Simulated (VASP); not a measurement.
# Hf (P6_3/mmc) in VASP: notebook, part 2 of 2

VASP 6.6.1. The steps go on from the part before.

## (3) Single point, PBE

This run uses another cell than the first one, of 22.54 Å³/atom.

The input, INCAR:

```
SYSTEM = Hf
  ALGO = Normal
  EDIFF = 1E-6
  ENCUT = 520
  GGA = PE
  ISIF = 2
  ISMEAR = 1
  LASPH = .True.
  LCHARG = .False.
  LREAL = .False.
  LWAVE = .False.
  NBANDS = 17
  NELM = 60
  PREC = Accurate
  SIGMA = 0.1
```

The input, KPOINTS:

```
k-points
0
Gamma
  15 15 8
  0 0 0
```

The input, POSCAR:

```
Hf
1.0
    3.2041639359      0.0000000000      0.0000000000
   -1.6020819680      2.7748873664      0.0000000000
    0.0000000000      0.0000000000      5.0696097695
Hf
2
Direct
    0.3333333333      0.6666666667      0.2500000000
    0.6666666667      0.3333333333      0.7500000000
```

Potentials or basis: VASP PAW PBE potentials, release 64 (Hf_pv).

Started as:

```sh
$ cat potpaw_PBE.64/Hf_pv/POTCAR > POTCAR
$ mpirun -np 1 vasp_std > vasp.out
```

OUTCAR:

```text
SYSTEM = Hf
   EDIFF = 1E-6
   ENCUT = 520
   GGA = PE
   ISIF = 2
   ISMEAR = 1
   LASPH = .True.
   LREAL = .False.
   NELM = 60
   PREC = Accurate

 ion  position               nearest neighbor table
   1  0.333  0.667  0.250-   2 3.14   2 3.14   2 3.14   2 3.14   2 3.14   2 3.14
   2  0.667  0.333  0.750-   1 3.14   1 3.14   1 3.14   1 3.14   1 3.14   1 3.14

  LATTYP: Found a hexagonal cell.
 ALAT       =     3.2041639359
 C/A-ratio  =     1.5821942544

  Lattice vectors:

 A1 = (   3.2041639359,   0.0000000000,   0.0000000000)
 A2 = (  -1.6020819680,   2.7748873664,   0.0000000000)
 A3 = (   0.0000000000,   0.0000000000,   5.0696097695)

Analysis of symmetry for initial positions (statically):
=====================================================================
 Subroutine PRICEL returns:
 Original cell was already a primitive cell.

 Routine SETGRP: Setting up the symmetry group for a
 hexagonal supercell.

 Subroutine GETGRP returns: Found 24 space group operations
 (whereof 12 operations were pure point group operations)
 out of a pool of 24 trial point group operations.

The static configuration has the point symmetry D_3d.
[... 163 lines left out ...]

 E-fermi :   4.8823     XC(G=0): -11.2498

 val. band max:        4.8485060833   @ k =   0.2667   0.2000   0.5000
 cond. band min:       4.9022894401   @ k =   0.1333   0.0667   0.2500
 fundamental gap:      0.0537833568
 Fermi energy:         4.8822886363

 k-point     1 :       0.0000    0.0000    0.0000
  band No.  band energies     occupation
      1     -26.2173      2.00000
      2     -25.4881      2.00000
      3     -25.4881      2.00000
      4     -25.3720      2.00000
      5     -25.3633      2.00000
      6     -25.3633      2.00000
[... 457 lines left out ...]
      4     -25.7563      2.00000
      5     -25.6330      2.00000
      6     -25.5757      2.00000
[... 9 lines left out ...]
     16      10.7535      0.00000
     17      11.2127      0.00000

 [... further k-points ...]

------------------------ aborting loop because EDIFF is reached ----------------------------------------

  FORCE on cell =-STRESS in cart. coord.  units (eV):
  Direction    XX          YY          ZZ          XY          YZ          ZX
  --------------------------------------------------------------------------------------
  -------------------------------------------------------------------------------------
  Total       -0.1058578     -0.1058578     -0.1654922      0.0000000      0.0000000      0.0000000
  in kB       -3.7626949     -3.7626949     -5.8823872      0.0000000      0.0000000      0.0000000
  external PRESSURE =      -4.4692590 kB  Pullay stress =       0.0000000 kB

 VOLUME and BASIS-vectors are now :
 -----------------------------------------------------------------------------
  energy-cutoff  :      520.00
  volume of cell :       45.07
      direct lattice vectors                 reciprocal lattice vectors
     3.204163936  0.000000000  0.000000000     0.312093894  0.180187494  0.000000000
    -1.602081968  2.774887366  0.000000000     0.000000000  0.360374988  0.000000000
     0.000000000  0.000000000  5.069609770     0.000000000  0.000000000  0.197253841

 POSITION                                       TOTAL-FORCE (eV/Angst)
 -----------------------------------------------------------------------------------
     -0.00000      1.84992      1.26740         0.000000     -0.000000      0.000000
      1.60208      0.92496      3.80221        -0.000000      0.000000      0.000000
 -----------------------------------------------------------------------------------
    total drift:                               -0.000000      0.000000     -0.000000

  FREE ENERGIE OF THE ION-ELECTRON SYSTEM (eV)
  ---------------------------------------------------
  free  energy   TOTEN  =       -19.8501874392 eV

  energy  without entropy=      -19.8502988111  energy(sigma->0) =      -19.85022456
```

stdout:

```text
POSCAR found type information on POSCAR Hf
 POSCAR found :  1 types and       2 ions
 scaLAPACK will be used
 LDA part: xc-table for (Slater+PW92), standard interpolation
 POSCAR, INCAR and KPOINTS ok, starting setup
 FFT: planning ... GRIDC
 FFT: planning ... GRID_SOFT
 FFT: planning ... GRID
 WAVECAR not read
 entering main loop
```

Run time: 30 s. Hardware: 1 thread of Intel Xeon 6975P-C (Granite Rapids), shared host; peak memory 0.22 GiB.

What came out:

- Free energy: -19.8502 eV
- Pressure: -0.4 GPa
- Band gap on the k mesh: zero (bands 10 and 11 overlap by 1.61 eV)

Stress tensor (GPa, compression positive):
```
-0.38  0.00  0.00
 0.00 -0.38  0.00
 0.00  0.00 -0.59
```

Caveat: spin-orbit coupling is left out, which moves the levels of the heavy elements.

## (4) Single point, PBE

This run uses another cell than the first one, of 22.54 Å³/atom.

The input, INCAR:

```
ALGO = Normal
EDIFF = 1E-7
ENCUT = 520
GGA = PE
ISIF = 2
ISMEAR = 1
LASPH = T
LCHARG = F
LREAL = F
LWAVE = F
NBANDS = 17
NELM = 100
PREC = Accurate
SIGMA = 0.1
```

The input, KPOINTS:

```
k-points
0
Gamma
  15 15 8
```

POSCAR is that of step 3.

Started as:

```sh
$ cat potpaw_PBE.64/Hf_pv/POTCAR > POTCAR
$ mpirun -np 1 vasp_std > vasp.out
```

It took 37 s on 1 thread of Intel Xeon 6975P-C (Granite Rapids), shared host; peak memory 0.21 GiB.

Results (log left out):

- Free energy: -19.8502 eV
- Pressure: -0.4 GPa
- Band gap on the k mesh: zero (bands 10 and 11 overlap by 1.61 eV)

Stress tensor (GPa, compression positive):
```
-0.38  0.00  0.00
 0.00 -0.38  0.00
 0.00  0.00 -0.59
```

Levels at points of the mesh, in eV from the Fermi level:
```
           k point  band 6  band 7  band 8  band 9  band 10  band 11  band 12  band 13  band 14  band 15
(0.00, 0.00, 0.00)  -30.25   -7.37   -3.70    0.60     1.17     1.17     1.44     1.98     1.98     2.61
(0.00, 0.00, 0.50)  -30.31   -5.41   -5.41    0.13     0.13     1.06     1.06     1.06     1.06     4.75
```

Caveat: spin-orbit coupling is left out, which moves the levels of the heavy elements.

## (5) Single point, PBE

This run uses another cell than the first one, of 22.88 Å³/atom.

The input, INCAR:

```
ALGO = Normal
EDIFF = 1E-6
ENCUT = 520
GGA = PE
ISIF = 2
ISMEAR = 1
LASPH = True
LCHARG = False
LREAL = False
LWAVE = False
NBANDS = 17
NELM = 100
PREC = Accurate
SIGMA = 0.1
```

KPOINTS is that of step 4.

The input, POSCAR:

```
Hf
1.0
    3.2201053124      0.0000000000      0.0000000000
   -1.6100526562      2.7886930034      0.0000000000
    0.0000000000      0.0000000000      5.0948321238
Hf
2
Direct
    0.3333333333      0.6666666667      0.2500000000
    0.6666666667      0.3333333333      0.7500000000
```

Started as:

```sh
$ cat potpaw_PBE.64/Hf_pv/POTCAR > POTCAR
$ mpirun -np 1 vasp_std > vasp.out
```

Wall time 32 s (1 thread of Intel Xeon 6975P-C (Granite Rapids), shared host); peak memory 0.21 GiB.

The run converged. Its results:

* Free energy: -19.8451 eV
* Pressure: -2.0 GPa
* Band gap on the k mesh: zero (bands 10 and 11 overlap by 1.60 eV)

Stress tensor (GPa, compression positive):
```
-1.93  0.00  0.00
 0.00 -1.93  0.00
 0.00  0.00 -2.18
```

Levels at points of the mesh, in eV from the Fermi level:
```
           k point  band 8  band 9  band 10  band 11  band 12  band 13
(0.00, 0.00, 0.00)   -3.66    0.55     1.16     1.16     1.42     1.95
(0.00, 0.00, 0.50)   -5.38    0.13     0.13     1.05     1.05     1.05
```

Caveat: spin-orbit coupling is left out, which moves the levels of the heavy elements.

## (6) Summary

```tsv
cell	gap on the mesh (eV)	pressure (GPa)
a = 3.188, b = 3.188, c = 5.044 Å, angles 90.0, 90.0, 120.0°, 2 atoms	none	1.2
a = 3.204, b = 3.204, c = 5.070 Å, angles 90.0, 90.0, 120.0°, 2 atoms	none	-0.4
a = 3.220, b = 3.220, c = 5.095 Å, angles 90.0, 90.0, 120.0°, 2 atoms	none	-2.0
```

Alike in all rows: task single point; level PBE; potentials or basis VASP PAW PBE potentials, release 64 (Hf_pv); no spin polarisation; k mesh 15 × 15 × 8; cutoff (eV) 520; smearing methfessel-paxton 0.1 eV.

Caveats: spin-orbit coupling is left out, which moves the levels of the heavy elements.

Absolute energies hang on the potentials; compare differences alone.
